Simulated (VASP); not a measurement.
Runs of VASP 6.6.1 on SiC (zincblende type). The structure is that of space group F-43m (No. 216), or close to it. The cells are those of the table. 

```tsv
task	cell	k mesh for the DOS	occupations for the DOS	gap on the mesh (eV)	pressure (GPa)
single point	a = 2.743 Å, angles 60.0°, 2 atoms	-	-	(b)	(a)
single point	a = 3.061 Å, angles 60.0°, 2 atoms	-	-	1.33	0.4
single point	a = 2.933 Å, angles 60.0°, 2 atoms	-	-	1.21	38.0
single point	a = 2.508 Å, angles 60.0°, 2 atoms	-	-	0.60	411.6
single point	a = 2.998 Å, angles 60.0°, 2 atoms	-	-	1.27	(c)
single point	a = 2.842 Å, angles 60.0°, 2 atoms	-	-	1.11	78.7
```

Alike in all rows: level LDA; potentials or basis VASP PAW LDA potentials, release 64 (Si, C); no spin polarisation; k mesh 17 × 17 × 17; cutoff (eV) 520; smearing fermi-dirac 0.05 eV.

Estimate the missing entries.

(a) 140.2; (b) 0.98; (c) 16.5.

A k mesh can miss the band edges.
